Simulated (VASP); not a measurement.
# Bi2Te3 (R-3m) in VASP: single point with PBE

Aim: the single point of Bi2Te3 with PBE.

All numbers are computed with VASP 6.6.1; they aren't measurements. Logs are shortened: lines on timing, memory, paths and dates and some standing lists are left out, and cuts for length are marked.

**1. The cell of the first run**

Symmetry: R-3m, No. 166, trigonal system. Conventional cell: a = 4.392 Å, b = 4.392 Å, c = 32.790 Å, α = 90.00°, β = 90.00°, γ = 120.00°. Bi (site symmetry 3m) has 6 Te at 3.07 to 3.27 Å within 4.0 Å. Within 4.6 Å of Te (site symmetry -3m) lie 6 Bi at 3.27 Å and 12 Te at 4.39 to 4.56 Å. Te (site symmetry 3m) has 3 Bi at 3.07 Å within 4.0 Å.

**2. Single point, PBE (uniaxial z strain +4.6%)**

INCAR reads:

```
SYSTEM = Bi2Te3
PREC = Accurate
ENCUT = 520
EDIFF = 1E-7
ISMEAR = -1
SIGMA = 0.02
LREAL = .False.
LASPH = .True.
NELM = 100
ALGO = Normal
ISIF = 2
LWAVE = .False.
LCHARG = .False.
GGA = PE
NBANDS = 32
```

KPOINTS reads:

```
Automatic mesh
0
Gamma
  8 8 8
  0 0 0
```

POSCAR reads:

```
Bi2Te3
1.0
    2.1958106691      1.2677518809     10.9300645889
   -2.1958106691      1.2677518809     10.9300645889
    0.0000000000     -2.5355037618     10.9300645889
Bi Te
2 3
Direct
    0.3962605242      0.3962605242      0.3962605242
    0.6037394758      0.6037394758      0.6037394758
    0.0000000000      0.0000000000      0.0000000000
    0.2178011901      0.2178011901      0.2178011901
    0.7821988099      0.7821988099      0.7821988099
```

Potentials or basis: VASP PAW PBE potentials, release 64 (Bi_d, Te).

The run is started by

```bash
cat potpaw_PBE.64/Bi_d/POTCAR potpaw_PBE.64/Te/POTCAR > POTCAR
mpirun -np 1 vasp_std > vasp.out
```

OUTCAR:

```text
SYSTEM = Bi2Te3
   PREC = Accurate
   ENCUT = 520
   EDIFF = 1E-7
   ISMEAR = -1
   LREAL = .False.
   LASPH = .True.
   NELM = 100
   ISIF = 2
   GGA = PE

 ion  position               nearest neighbor table
   1  0.396  0.396  0.396-   5 3.07   5 3.07   5 3.07   3 3.27   3 3.27   3 3.27
   2  0.604  0.604  0.604-   4 3.07   4 3.07   4 3.07   3 3.27   3 3.27   3 3.27
   3  0.000  0.000  0.000-   2 3.27   2 3.27   1 3.27   1 3.27   2 3.27   1 3.27
   4  0.218  0.218  0.218-   2 3.07   2 3.07   2 3.07
   5  0.782  0.782  0.782-   1 3.07   1 3.07   1 3.07

  LATTYP: Found a trigonal (rhomboedric) cell.
 ALAT       =    11.2202981798
 COS(alpha) =     0.9234031375

  Lattice vectors:

 A1 = (   2.1958106691,   1.2677518809,  10.9300645889)
 A2 = (  -2.1958106691,   1.2677518809,  10.9300645889)
 A3 = (   0.0000000000,  -2.5355037618,  10.9300645889)

Analysis of symmetry for initial positions (statically):
=====================================================================
 Subroutine PRICEL returns:
 Original cell was already a primitive cell.

 Routine SETGRP: Setting up the symmetry group for a
 trigonal (rhombohedral) supercell.

 Subroutine GETGRP returns: Found 12 space group operations
 (whereof 12 operations were pure point group operations)
 out of a pool of 12 trial point group operations.

The static configuration has the point symmetry D_3d.

Analysis of symmetry for dynamics (positions and initial velocities):
=====================================================================
 Subroutine PRICEL returns:
 Original cell was already a primitive cell.

 Routine SETGRP: Setting up the symmetry group for a
 trigonal (rhombohedral) supercell.

 Subroutine GETGRP returns: Found 12 space group operations
 (whereof 12 operations were pure point group operations)
 out of a pool of 12 trial point group operations.

The dynamic configuration has the point symmetry D_3d.

 Subroutine INISYM returns: Found 12 space group operations
 (whereof 12 operations are pure point group operations),
 and found     1 'primitive' translations

----------------------------------------------------------------------------------------

                                     Primitive cell

  volume of cell :     182.5590

  direct lattice vectors                    reciprocal lattice vectors
     2.195810669  1.267751881 10.930064589     0.227706335  0.131466314  0.030496923
    -2.195810669  1.267751881 10.930064589    -0.227706335  0.131466314  0.030496923
     0.000000000 -2.535503762 10.930064589     0.000000000 -0.262932628  0.030496923

  length of vectors
    11.220298180 11.220298180 11.220298180     0.264695351  0.264695351  0.264695351

  position of ions in fractional coordinates (direct lattice)
     0.396260524  0.396260524  0.396260524
     0.603739476  0.603739476  0.603739476
     0.000000000  0.000000000  0.000000000
     0.217801190  0.217801190  0.217801190
     0.782198810  0.782198810  0.782198810

  ion indices of the primitive-cell ions
   primitive index   ion index
                 1           1
                 2           2
                 3           3
                 4           4
                 5           5

----------------------------------------------------------------------------------------

 KPOINTS: Automatic mesh

Automatic generation of k-mesh.
 Grid dimensions read from file:
 generate k-points for:    8    8    8

 Generating k-lattice:

  Cartesian coordinates                     Fractional coordinates (reciprocal lattice)
     0.028463292  0.016433289  0.003812115     0.125000000 -0.000000000  0.000000000
    -0.028463292  0.016433289  0.003812115    -0.000000000  0.125000000  0.000000000
     0.000000000 -0.032866578  0.003812115     0.000000000  0.000000000  0.125000000

  Length of vectors
     0.033086919  0.033086919  0.033086919

  Shift w.r.t. Gamma in fractional coordinates (k-lattice)
     0.000000000  0.000000000  0.000000000

 Subroutine IBZKPT returns following result:
 ===========================================

 Found     65 irreducible k-points:

 Following reciprocal coordinates:
            Coordinates               Weight
  0.000000  0.000000  0.000000      1.000000
  0.125000 -0.000000  0.000000      6.000000
  0.250000 -0.000000  0.000000      6.000000
  0.375000  0.000000  0.000000      6.000000
  0.500000 -0.000000  0.000000      3.000000
  0.125000  0.125000  0.000000      6.000000
[... 16 lines left out ...]
  0.250000  0.125000  0.125000      6.000000
  0.375000  0.125000  0.125000      6.000000
 [... further k-points ...]
   k-points           NKPTS =     65   k-points in BZ     NKDIM =     65   number of bands    NBANDS=     32
   number of dos      NEDOS =    301   number of ions     NIONS =      5
   total plane-waves  NPLWV = 592704
   dimension x,y,z NGX =    84 NGY =   84 NGZ =   84
   dimension x,y,z NGXF=   168 NGYF=  168 NGZF=  168
   ions per type =               2   3
   NGX,Y,Z   is equivalent  to a cutoff of  12.45, 12.45, 12.45 a.u.
   NGXF,Y,Z  is equivalent  to a cutoff of  24.89, 24.89, 24.89 a.u.
 SYSTEM =  Bi2Te3
   PREC   = accura    normal or accurate (medium, high low for compatibility)
   ISTART =      0    job   : 0-new  1-cont  2-samecut
   ICHARG =      2    charge: 1-file 2-atom 10-const
   ISPIN  =      1    spin polarized calculation?
   LNONCOLLINEAR =      F non collinear calculations
   LSORBIT =      F    spin-orbit coupling
   LASPH  =      T    aspherical Exc in radial PAW
   ENCUT  =  520.0 eV  38.22 Ry    6.18 a.u.  20.86 20.86 20.86*2*pi/ulx,y,z
   NELM   =    100;   NELMIN=  2; NELMDL= -5     # of ELM steps
   EDIFF  = 0.1E-06   stopping-criterion for ELM
   LREAL  =      F    real-space projection
   EDIFFG = 0.1E-05   stopping-criterion for IOM
   NSW    =      0    number of steps for IOM
   IBRION =     -1    ionic relax: 0-MD 1-quasi-New 2-CG
   NFREE  =      0    steps in history (QN), initial steepest desc. (CG)
   ISIF   =      2    stress and relaxation
   ISYM   =      2    0-nonsym 1-usesym 2-fastsym
   POTIM  = 0.5000    time-step for ionic-motion
   TEBEG  =    0.0;   TEEND  =   0.0 temperature during run
   PSTRESS=    0.0 pullay stress
   NELECT =      48.0000    total number of electrons
   NUPDOWN=      -1.0000    fix difference up-down
   EMIN   =  10.00;   EMAX   =-10.00  energy-range for DOS
   EFERMI =   0.00;   METHOD = LEGACY
   ISMEAR =    -1;   SIGMA  =   0.02  broadening in eV -4-tet -1-fermi 0-gaus
   EFERMI_NEDOS =   21; number of points for ismear=-14 and -15
   IALGO  =     38    algorithm
   IMIX   =      4    mixing-type and parameters
     AMIX     =   0.40;   BMIX     =  1.00
     AMIX_MAG =   1.60;   BMIX_MAG =  1.00
  volume/ion in A,a.u.               =      36.51       246.39
  Fermi-wavevector in a.u.,A,eV,Ry     =   1.048788  1.981921 14.965801  1.099955
  Thomas-Fermi vector in A             =   2.183724
   LORBIT       =      0    0 simple, 1 ext, 2 COOP (PROOUT), +10 PAW based schemes
   GGA     = PE    functional components
   LHFCALC =     F    Hartree Fock is set to
   AEXX    =    0.0000 exact exchange contribution
   IVDW    =     0    specifies the selected vdW correction
   LEPSILON=     F    determine dielectric tensor
   LRPA    =     F    only Hartree local field effects (RPA)
 non-spin polarized calculation
  energy-cutoff  :      520.00
  volume of cell :      182.56
 maximum number of plane-waves:      4931
   NGX = 41   NGY = 41   NGZ = 41

 number of electron      48.0000001 magnetization

 Free energy of the ion-electron system (eV)
  ---------------------------------------------------
  ext. energy  EPLUGINS =         0.00000000
  ---------------------------------------------------
  free energy    TOTEN  =       -18.38646912 eV

  energy without entropy =      -18.38646912  energy(sigma->0) =      -18.38646912

 E-fermi :   5.3784     XC(G=0):  -8.9202

 val. band max:        5.0007317478   @ k =   0.0000   0.0000   0.0000
 cond. band min:       5.7137461664   @ k =   0.0000   0.0000   0.0000
 fundamental gap:      0.7130144185
 Fermi energy:         5.3784245140

 k-point     1 :       0.0000    0.0000    0.0000
  band No.  band energies     occupation
      1     -17.8557      2.00000
      2     -17.8557      2.00000
      3     -17.8545      2.00000
      4     -17.8545      2.00000
      5     -17.8474      2.00000
      6     -17.8462      2.00000
[... 24 lines left out ...]
     31      10.1993      0.00000
     32      11.3212      0.00000

 k-point     2 :       0.1250   -0.0000    0.0000
  band No.  band energies     occupation
      1     -17.8568      2.00000
      2     -17.8555      2.00000
      3     -17.8540      2.00000
      4     -17.8529      2.00000
      5     -17.8464      2.00000
      6     -17.8453      2.00000
[... 24 lines left out ...]
     31      10.0895      0.00000
     32      10.5727      0.00000

 k-point     3 :       0.2500   -0.0000    0.0000
  band No.  band energies     occupation
      1     -17.8599      2.00000
      2     -17.8582      2.00000
      3     -17.8508      2.00000
      4     -17.8496      2.00000
      5     -17.8472      2.00000
      6     -17.8454      2.00000
[... 24 lines left out ...]
     31       9.3308      0.00000
     32      10.9178      0.00000

 k-point     4 :       0.3750    0.0000    0.0000
  band No.  band energies     occupation
      1     -17.8634      2.00000
      2     -17.8614      2.00000
      3     -17.8496      2.00000
      4     -17.8490      2.00000
      5     -17.8476      2.00000
      6     -17.8471      2.00000
[... 24 lines left out ...]
     31       9.1919      0.00000
     32      10.6757      0.00000

 k-point     5 :       0.5000   -0.0000    0.0000
  band No.  band energies     occupation
      1     -17.8650      2.00000
      2     -17.8628      2.00000
      3     -17.8497      2.00000
      4     -17.8495      2.00000
      5     -17.8477      2.00000
      6     -17.8472      2.00000
[... 584 lines left out ...]
     31       9.9432      0.00000
     32      10.6983      0.00000

 k-point    22 :       0.1250    0.1250    0.1250
  band No.  band energies     occupation
      1     -17.8557      2.00000
      2     -17.8557      2.00000
      3     -17.8545      2.00000
      4     -17.8545      2.00000
      5     -17.8474      2.00000
      6     -17.8462      2.00000
[... 24 lines left out ...]
     31      10.2210      0.00000
     32      11.1645      0.00000

 k-point    23 :       0.2500    0.1250    0.1250
  band No.  band energies     occupation
      1     -17.8568      2.00000
      2     -17.8555      2.00000
      3     -17.8540      2.00000
      4     -17.8529      2.00000
      5     -17.8464      2.00000
      6     -17.8453      2.00000
[... 24 lines left out ...]
     31      10.0799      0.00000
     32      10.6187      0.00000

 k-point    24 :       0.3750    0.1250    0.1250
  band No.  band energies     occupation
      1     -17.8599      2.00000
      2     -17.8582      2.00000
      3     -17.8508      2.00000
      4     -17.8496      2.00000
      5     -17.8472      2.00000
      6     -17.8454      2.00000
[... 24 lines left out ...]
     31       9.3342      0.00000
     32      10.9259      0.00000

 [... further k-points ...]
[... 5 lines left out ...]
  --------------------------------------------------------------------------------------
  -------------------------------------------------------------------------------------
  Total        1.1485652      1.1485652      0.6068727      0.0000000      0.0000000      0.0000000
  in kB       10.0800596     10.0800596      5.3260476      0.0000000      0.0000000      0.0000000
  external PRESSURE =       8.4953889 kB  Pullay stress =       0.0000000 kB

 VOLUME and BASIS-vectors are now :
 -----------------------------------------------------------------------------
  energy-cutoff  :      520.00
  volume of cell :      182.56
      direct lattice vectors                 reciprocal lattice vectors
     2.195810669  1.267751881 10.930064589     0.227706335  0.131466314  0.030496923
    -2.195810669  1.267751881 10.930064589    -0.227706335  0.131466314  0.030496923
     0.000000000 -2.535503762 10.930064589     0.000000000 -0.262932628  0.030496923

 POSITION                                       TOTAL-FORCE (eV/Angst)
 -----------------------------------------------------------------------------------
      0.00000      0.00000     12.99346        -0.000000     -0.000000     -0.060850
      0.00000      0.00000     19.79673        -0.000000     -0.000000      0.060850
      0.00000      0.00000      0.00000         0.000000     -0.000000      0.000000
      0.00000      0.00000      7.14174        -0.000000      0.000000     -0.129307
      0.00000      0.00000     25.64845        -0.000000      0.000000      0.129307
 -----------------------------------------------------------------------------------
    total drift:                                0.000000      0.000000      0.000000

  FREE ENERGIE OF THE ION-ELECTRON SYSTEM (eV)
  ---------------------------------------------------
  free  energy   TOTEN  =       -18.3864691201 eV

  energy  without entropy=      -18.3864691199  energy(sigma->0) =      -18.38646912
```

Wall time 40 min (1 thread of Intel Xeon Platinum 8259CL at 2.50GHz (Skylake/Cascade Lake), shared host); peak memory 1.2 GiB.

Results:

```yaml
Free_energy: -18.3865 eV
Pressure: 0.8 GPa
Largest_force: 0.129 eV/Å
Band_gap_on_the_k_mesh: 0.71 eV
```

Forces on the atoms (eV/Å):
```
Bi   0.000  0.000 -0.061
Bi   0.000  0.000  0.061
Te   0.000  0.000  0.000
Te   0.000  0.000 -0.129
Te   0.000  0.000  0.129
```

Caveat: the cell differs from its parent crystal (uniaxial z strain +4.6%); spin-orbit coupling is left out, which moves the levels of the heavy elements.
